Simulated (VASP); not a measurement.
Write the native input for VASP 6.6.1 that does the following.

```yaml
Task: single point
Functional: BLYP
Potentials_or_basis: VASP PAW PBE potentials, release 64 (Ti_sv)
Cutoff: 520 eV
k_mesh: 8 × 8 × 12
Occupations: methfessel-paxton, width 0.05 eV
Spin: no spin polarisation
Dipole_correction: no
Further_INCAR_settings: ALGO = Normal; EDIFF = 1e-06; NBANDS = 25
```

The structure of Ti lies in POSCAR:

```
Ti
1.0
    4.6000000000      0.0000000000      0.0000000000
   -2.3000000000      3.9837170000      0.0000000000
    0.0000000000      0.0000000000      2.8200000000
Ti
3
Direct
    0.0000000000      0.0000000000      0.0000000000
    0.3333333333      0.6666666667      0.5000000000
    0.6666666667      0.3333333333      0.5000000000
```

One way to write it, as run:

INCAR

```
SYSTEM = Ti
AGGAC = 1.0
AGGAX = 1.0
ALDAC = 0.0
ALDAX = 1.0
ALGO = Normal
EDIFF = 1E-6
ENCUT = 520
GGA = B5
ISIF = 2
ISMEAR = 1
LASPH = .TRUE.
LCHARG = .FALSE.
LREAL = .FALSE.
LWAVE = .FALSE.
NBANDS = 25
NELM = 100
PREC = Accurate
SIGMA = 0.05
```

KPOINTS

```
k-points
0
G
  8 8 12
  0 0 0
```

Potentials or basis: VASP PAW PBE potentials, release 64 (Ti_sv).

Launch:

```console
$ cat potpaw_PBE.64/Ti_sv/POTCAR > POTCAR
$ mpirun -np 1 vasp_std > vasp.out
```

It gave:

| Quantity | Value |
| --- | --- |
| Pressure | 2.0 GPa |
| Band gap on the k mesh | zero (band 18 reaches 8.92 eV, above the bottom of band 19 at 8.64 eV) |

Caveat: the PAW data sets were made with another functional, which shifts forces and pressure a little.

Wall time 2 min on 1 thread of AMD EPYC 7R43 64-Core Processor (Zen 3) (shared host), peak memory 0.18 GiB.
